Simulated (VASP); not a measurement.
NaTeO3:

```
Na Te O
1.0
     4.07000    0.00000    0.00000
     0.00000    4.07000    0.00000
     0.00000    0.00000    4.07000
Na Te O
1 1 3
Direct
  0.00000 0.00000 0.00000
  0.50000 0.50000 0.50000
  0.50000 0.50000 0.00000
  0.00000 0.50000 0.50000
  0.50000 0.00000 0.50000
```

```yaml
Program: VASP 6.6.1
Task: relaxation of cell and atoms
Functional: LDA
Potentials_or_basis: VASP PAW LDA potentials, release 64 (Na_pv, Te, O)
Cutoff: 600 eV
k_mesh: 4 × 4 × 4
Occupations: fermi-dirac, width 0.1 eV
Spin: no spin polarisation
```

At the start: pressure -7.8 GPa; volume 13.48 Å³/atom.

Problem. How do energy, volume and symmetry change on relaxing?

Solution. Over 3 steps the energy falls by 18.6 meV/atom and the volume is 12.76 Å³/atom (-5.3 %); space group Pm-3m (No. 221, to 0.1 Å) before and after.

Step by step:
```csv
step,energy change (eV),largest force (eV/Å),pressure (GPa),volume (Å³)
1,0.0000,0.0000,-7.78,67.42
2,-0.0359,0.0000,7.37,61.23
3,-0.0928,0.0000,-0.05,63.82
```

Final structure:
```
Na Te O
1.0
     3.99623    0.00000    0.00000
     0.00000    3.99623    0.00000
     0.00000    0.00000    3.99623
Na Te O
1 1 3
Direct
  0.00000 0.00000 0.00000
  0.50000 0.50000 0.50000
  0.50000 0.50000 0.00000
  0.00000 0.50000 0.50000
  0.50000 0.00000 0.50000
```

Caveat: the k points lie up to 0.39 Å⁻¹ apart in the final cell, too coarse for converged energies and pressures of a metal; an odd number of electrons without spin polarisation forces a metal; a magnetic or distorted state may lie lower.
